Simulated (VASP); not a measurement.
# Sn3GeO4 (P4mm) in VASP: notebook

Sn3GeO4 is run at these levels: PBE; tasks: single point.

Everything below comes from runs of VASP 6.6.1. Logs are shortened: lines on timing, memory, paths and dates and some standing lists are left out, and cuts for length are marked.

## (1) The cell of the first run

Symmetry: P4mm, No. 99, tetragonal system. The conventional cell has a = 5.382 Å, b = 5.382 Å, c = 4.967 Å, α = 90.00°, β = 90.00°, γ = 90.00°. Sn (site symmetry 2mm) has 4 O at 2.24 Å within 3.0 Å. Sn (site symmetry 4mm) has 4 O at 2.27 Å within 3.0 Å. Ge (site symmetry 4mm) has 4 O at 2.11 Å within 2.8 Å. Within 2.8 Å of O (site symmetry m) lie 1 Ge at 2.11 Å and 3 Sn at 2.24 to 2.27 Å and 4 O at 2.64 to 2.74 Å.

## (2) Single point, PBE

The input, INCAR:

```
  PREC = Accurate
  ENCUT = 520
  EDIFF = 1E-7
  ISMEAR = 0
  SIGMA = 0.1
  LREAL = F
  LASPH = T
  NELM = 80
  ALGO = Normal
  ISIF = 2
  LWAVE = F
  LCHARG = F
  GGA = PE
  NBANDS = 50
```

The input, KPOINTS:

```
Automatic mesh
0
Gamma
  4 4 4
```

The input, POSCAR:

```
Sn3GeO4
1.0
    5.3823317000      0.0000000000      0.0000000000
    0.0000000000      5.3823317000      0.0000000000
    0.0000000000      0.0000000000      4.9673217000
Sn Ge O
3 1 4
Direct
    0.0000000000      0.5000000000      0.2330090000
    0.5000000000      0.0000000000      0.2330090000
    0.5000000000      0.5000000000      0.7568400000
    0.0000000000      0.0000000000      0.7986430000
    0.7546420000      0.2453580000      0.9946240000
    0.2453580000      0.7546420000      0.9946240000
    0.7546420000      0.7546420000      0.9946240000
    0.2453580000      0.2453580000      0.9946240000
```

Potentials or basis: VASP PAW PBE potentials, release 64 (Sn_d, Ge_d, O).

Launch:

```
$ cat potpaw_PBE.64/Sn_d/POTCAR potpaw_PBE.64/Ge_d/POTCAR potpaw_PBE.64/O/POTCAR > POTCAR
$ mpirun -np 1 vasp_std > vasp.out
```

OUTCAR:

```text
PREC = Accurate
   ENCUT = 520
   EDIFF = 1E-7
   ISMEAR = 0
   LREAL = F
   LASPH = T
   NELM = 80
   ISIF = 2
   GGA = PE

 ion  position               nearest neighbor table
   1  0.000  0.500  0.233-   5 2.24   6 2.24   7 2.24   8 2.24   3 3.58   3 3.58   3 3.74   3 3.74

   2  0.500  0.000  0.233-   5 2.24   6 2.24   7 2.24   8 2.24   3 3.58   3 3.58   3 3.74   3 3.74

   3  0.500  0.500  0.757-   5 2.27   6 2.27   7 2.27   8 2.27   1 3.58   2 3.58   2 3.58   1 3.58
                             1 3.74   2 3.74   2 3.74   1 3.74
   4  0.000  0.000  0.799-   5 2.11   6 2.11   7 2.11   8 2.11
   5  0.755  0.245  0.995-   4 2.11   2 2.24   1 2.24   3 2.27
   6  0.245  0.755  0.995-   4 2.11   2 2.24   1 2.24   3 2.27
   7  0.755  0.755  0.995-   4 2.11   2 2.24   1 2.24   3 2.27
   8  0.245  0.245  0.995-   4 2.11   2 2.24   1 2.24   3 2.27

  LATTYP: Found a simple tetragonal cell.
 ALAT       =     5.3823317000
 C/A-ratio  =     0.9228940126

  Lattice vectors:

 A1 = (   5.3823317000,   0.0000000000,   0.0000000000)
 A2 = (   0.0000000000,   5.3823317000,   0.0000000000)
 A3 = (   0.0000000000,   0.0000000000,   4.9673217000)

Analysis of symmetry for initial positions (statically):
=====================================================================
 Subroutine PRICEL returns:
 Original cell was already a primitive cell.

 Routine SETGRP: Setting up the symmetry group for a
 simple tetragonal supercell.

 Subroutine GETGRP returns: Found  8 space group operations
 (whereof  8 operations were pure point group operations)
 out of a pool of 16 trial point group operations.

The static configuration has the point symmetry C_4v.

Analysis of symmetry for dynamics (positions and initial velocities):
=====================================================================
 Subroutine PRICEL returns:
 Original cell was already a primitive cell.

 Routine SETGRP: Setting up the symmetry group for a
 simple tetragonal supercell.

 Subroutine GETGRP returns: Found  8 space group operations
 (whereof  8 operations were pure point group operations)
 out of a pool of 16 trial point group operations.

The dynamic configuration has the point symmetry C_4v.

 Subroutine INISYM returns: Found  8 space group operations
 (whereof  8 operations are pure point group operations),
 and found     1 'primitive' translations

----------------------------------------------------------------------------------------

                                     Primitive cell

[... 101 lines left out ...]
   ISIF   =      2    stress and relaxation
   ISYM   =      2    0-nonsym 1-usesym 2-fastsym
   POTIM  = 0.5000    time-step for ionic-motion
   TEBEG  =    0.0;   TEEND  =   0.0 temperature during run
   PSTRESS=    0.0 pullay stress
   NELECT =      80.0000    total number of electrons
   NUPDOWN=      -1.0000    fix difference up-down
   EMIN   =  10.00;   EMAX   =-10.00  energy-range for DOS
   EFERMI =   0.00;   METHOD = LEGACY
   ISMEAR =     0;   SIGMA  =   0.10  broadening in eV -4-tet -1-fermi 0-gaus
   EFERMI_NEDOS =   21; number of points for ismear=-14 and -15
   IALGO  =     38    algorithm
   IMIX   =      4    mixing-type and parameters
     AMIX     =   0.40;   BMIX     =  1.00
     AMIX_MAG =   1.60;   BMIX_MAG =  1.00
  volume/ion in A,a.u.               =      17.99       121.39
  Fermi-wavevector in a.u.,A,eV,Ry     =   1.346120  2.543798 24.654286  1.812039
  Thomas-Fermi vector in A             =   2.473978
   LORBIT       =      0    0 simple, 1 ext, 2 COOP (PROOUT), +10 PAW based schemes
   GGA     = PE    functional components
   LHFCALC =     F    Hartree Fock is set to
   AEXX    =    0.0000 exact exchange contribution
   IVDW    =     0    specifies the selected vdW correction
   LEPSILON=     F    determine dielectric tensor
   LRPA    =     F    only Hartree local field effects (RPA)
 non-spin polarized calculation
 Gauss-broadening in eV      SIGMA  =   0.10
  energy-cutoff  :      520.00
  volume of cell :      143.90
 maximum number of plane-waves:      3936
   NGX = 21   NGY = 21   NGZ = 19

 number of electron      80.0000033 magnetization

 Free energy of the ion-electron system (eV)
  ---------------------------------------------------
  ext. energy  EPLUGINS =         0.00000000
  ---------------------------------------------------
  free energy    TOTEN  =       -45.65373460 eV

  energy without entropy =      -45.65373459  energy(sigma->0) =      -45.65373459

 E-fermi :   6.0650     XC(G=0):  -9.9215

 val. band max:        5.6912093775   @ k =   0.2500   0.0000   0.0000
 cond. band min:       6.4295229627   @ k =   0.0000   0.0000   0.0000
 fundamental gap:      0.7383135852
 Fermi energy:         6.0649763601

 k-point     1 :       0.0000    0.0000    0.0000
  band No.  band energies     occupation
      1     -18.8769      2.00000
      2     -18.8363      2.00000
      3     -18.8316      2.00000
      4     -18.8316      2.00000
      5     -18.7944      2.00000
      6     -15.8415      2.00000
[... 943 lines left out ...]
     49      11.6596      0.00000
     50      12.4101      0.00000

------------------------ aborting loop because EDIFF is reached ----------------------------------------

  FORCE on cell =-STRESS in cart. coord.  units (eV):
  Direction    XX          YY          ZZ          XY          YZ          ZX
  --------------------------------------------------------------------------------------
  -------------------------------------------------------------------------------------
  Total        0.1995904      0.1995904      0.2415006      0.0000000      0.0000000      0.0000000
  in kB        2.2222202      2.2222202      2.6888436      0.0000000      0.0000000      0.0000000
  external PRESSURE =       2.3777613 kB  Pullay stress =       0.0000000 kB

 VOLUME and BASIS-vectors are now :
 -----------------------------------------------------------------------------
  energy-cutoff  :      520.00
  volume of cell :      143.90
      direct lattice vectors                 reciprocal lattice vectors
     5.382331700  0.000000000  0.000000000     0.185793083  0.000000000  0.000000000
     0.000000000  5.382331700  0.000000000     0.000000000  0.185793083  0.000000000
     0.000000000  0.000000000  4.967321700     0.000000000  0.000000000  0.201315731

 POSITION                                       TOTAL-FORCE (eV/Angst)
 -----------------------------------------------------------------------------------
      0.00000      2.69117      1.15743         0.000000     -0.000000      0.074597
      2.69117      0.00000      1.15743         0.000000     -0.000000      0.074597
      2.69117      2.69117      3.75947         0.000000     -0.000000     -0.068929
      0.00000      0.00000      3.96712         0.000000     -0.000000     -0.071143
      4.06173      1.32060      4.94062        -0.001374      0.001374     -0.002280
      1.32060      4.06173      4.94062         0.001374     -0.001374     -0.002280
      4.06173      4.06173      4.94062        -0.001374     -0.001374     -0.002280
      1.32060      1.32060      4.94062         0.001374      0.001374     -0.002280
 -----------------------------------------------------------------------------------
    total drift:                                0.000000      0.000000     -0.001289

  FREE ENERGIE OF THE ION-ELECTRON SYSTEM (eV)
  ---------------------------------------------------
  free  energy   TOTEN  =       -45.6537345953 eV

  energy  without entropy=      -45.6537345892  energy(sigma->0) =      -45.65373459
```

OSZICAR:

```text
N       E                     dE             d eps       ncg     rms          rms(c)
DAV:   1     0.105242019395E+04    0.10524E+04   -0.38053E+04  2120   0.293E+03
DAV:   2     0.189608421474E+03   -0.86281E+03   -0.81552E+03  1800   0.820E+02
DAV:   3    -0.306096777473E+02   -0.22022E+03   -0.20940E+03  1982   0.268E+02
DAV:   4    -0.522107447848E+02   -0.21601E+02   -0.21216E+02  2166   0.903E+01
DAV:   5    -0.529120444102E+02   -0.70130E+00   -0.69931E+00  2016   0.170E+01    0.161E+01
DAV:   6    -0.456547517041E+02    0.72573E+01   -0.30306E+01  2974   0.517E+01    0.684E+00
DAV:   7    -0.456855411760E+02   -0.30789E-01   -0.42927E+00  1976   0.974E+00    0.353E+00
DAV:   8    -0.456811801730E+02    0.43610E-02   -0.87527E-01  2798   0.527E+00    0.130E+00
DAV:   9    -0.456512812217E+02    0.29899E-01   -0.16936E-01  2764   0.348E+00    0.367E-01
DAV:  10    -0.456540810567E+02   -0.27998E-02   -0.24319E-02  2352   0.127E+00    0.200E-01
DAV:  11    -0.456536429926E+02    0.43806E-03   -0.31114E-03  2438   0.464E-01    0.638E-02
DAV:  12    -0.456537556107E+02   -0.11262E-03   -0.14336E-03  2408   0.182E-01    0.548E-02
DAV:  13    -0.456537342226E+02    0.21388E-04   -0.20605E-04  2394   0.130E-01    0.150E-02
DAV:  14    -0.456537359097E+02   -0.16871E-05   -0.19381E-05  2376   0.342E-02    0.877E-03
DAV:  15    -0.456537344590E+02    0.14507E-05   -0.34295E-06  2740   0.172E-02    0.273E-03
DAV:  16    -0.456537345552E+02   -0.96155E-07   -0.12249E-06  2096   0.520E-03    0.767E-04
DAV:  17    -0.456537345953E+02   -0.40072E-07   -0.45510E-08  1240   0.174E-03
   1 F= -.45653735E+02 E0= -.45653735E+02  d E =-.606627E-08
```

stdout:

```text
POSCAR found type information on POSCAR SnGeO
 POSCAR found :  3 types and       8 ions
 scaLAPACK will be used
 LDA part: xc-table for (Slater+PW92), standard interpolation
 POSCAR, INCAR and KPOINTS ok, starting setup
 FFT: planning ... GRIDC
 FFT: planning ... GRID_SOFT
 FFT: planning ... GRID
 WAVECAR not read
 entering main loop
```

It took 2.2 min on 1 thread of Oxide Virtual Turin-like, shared host; peak memory 0.26 GiB.

Results:

```
Free energy            : -45.6537 eV
Pressure               : 0.2 GPa
Largest force          : 0.075 eV/Å
Band gap on the k mesh : 0.74 eV (least direct gap 0.77 eV)
```

Forces on the atoms (eV/Å):
```
Sn   0.000  0.000  0.075
Sn   0.000  0.000  0.075
Sn   0.000  0.000 -0.069
Ge   0.000  0.000 -0.071
O   -0.001  0.001 -0.002
O    0.001 -0.001 -0.002
O   -0.001 -0.001 -0.002
O    0.001  0.001 -0.002
```

Caveat: semilocal functionals underestimate gaps, and a narrow one can read as zero; spin-orbit coupling is left out, which moves the levels of the heavy elements. A k mesh can miss the band edges.

## (3) Single point, PBE

The input, INCAR:

```
PREC     = Accurate       # precision mode
ENCUT    = 520            # plane-wave cutoff, eV
EDIFF    = 1E-6           # SCF threshold, eV
ISMEAR   = 0              # smearing method
SIGMA    = 0.1            # smearing width, eV
LREAL    = F              # projectors in reciprocal space
LASPH    = T              # aspherical terms in the spheres
NELM     = 80             # most SCF steps
ALGO     = Normal         # electronic algorithm
ISIF     = 2              # what is computed and relaxed
LWAVE    = F              # write WAVECAR
LCHARG   = F              # write CHGCAR
GGA      = PE             # functional
NBANDS   = 50             # bands
```

The input, KPOINTS:

```
regular mesh
0
Gamma
  4 4 4
```

The input, POSCAR:

```
Sn3GeO4
1.0
    0.0000000000      0.0000000000      4.9673217000
    5.3823317000      0.0000000000      0.0000000000
    0.0000000000      5.3823317000      0.0000000000
Sn Ge O
3 1 4
Direct
    0.2330090000      0.0000000000      0.5000000000
    0.2330090000      0.5000000000      0.0000000000
    0.7568400000      0.5000000000      0.5000000000
    0.7986430000      0.0000000000      0.0000000000
    0.9946240000      0.7546420000      0.2453580000
    0.9946240000      0.2453580000      0.7546420000
    0.9946240000      0.7546420000      0.7546420000
    0.9946240000      0.2453580000      0.2453580000
```

Potentials or basis: VASP PAW PBE potentials, release 64 (Sn_d, Ge_d, O).

Launch:

```
$ cat potpaw_PBE.64/Sn_d/POTCAR potpaw_PBE.64/Ge_d/POTCAR potpaw_PBE.64/O/POTCAR > POTCAR
$ mpirun -np 1 vasp_std > vasp.out
```

Wall time 2 min (1 thread of Oxide Virtual Turin-like, shared host); peak memory 0.27 GiB.

Results (log left out):

- Free energy: -45.6537 eV
- Pressure: 0.2 GPa
- Largest force: 0.075 eV/Å
- Band gap on the k mesh: 0.74 eV (least direct gap 0.77 eV)

Forces in eV/Å, atoms in the order of the input:
```
Sn   0.000  0.000  0.075
Sn   0.000  0.000  0.075
Sn   0.000  0.000 -0.069
Ge   0.000  0.000 -0.071
O   -0.001  0.001 -0.002
O    0.001 -0.001 -0.002
O   -0.001 -0.001 -0.002
O    0.001  0.001 -0.002
```

Levels at points of the mesh, in eV from the valence-band top:
```tsv
k point	band 36	band 37	band 38	band 39	band 40	band 41	band 42	band 43	band 44	band 45
(0.00, 0.00, 0.00)	-2.13	-2.01	-1.79	-1.53	-0.03	0.74	0.74	2.13	4.19	4.60
(0.50, 0.00, 0.00)	-2.45	-2.21	-2.13	-2.01	-1.62	1.63	2.79	2.79	3.65	3.65
(0.00, 0.50, 0.00)	-3.52	-2.39	-2.33	-0.56	-0.42	2.30	2.79	3.03	3.37	4.15
(0.50, 0.50, 0.00)	-2.33	-1.91	-1.79	-1.54	-1.45	1.93	2.13	2.98	3.51	3.55
(0.00, 0.50, 0.50)	-4.18	-2.34	-2.18	-2.18	-2.07	2.72	3.16	3.55	3.55	5.39
(0.50, 0.50, 0.50)	-4.15	-1.49	-1.35	-1.35	-1.29	2.53	2.58	2.99	2.99	5.69
```

Caveat: semilocal functionals underestimate gaps, and a narrow one can read as zero; spin-orbit coupling is left out, which moves the levels of the heavy elements. A k mesh can miss the band edges.

(Part 1 of 2 ends here.)
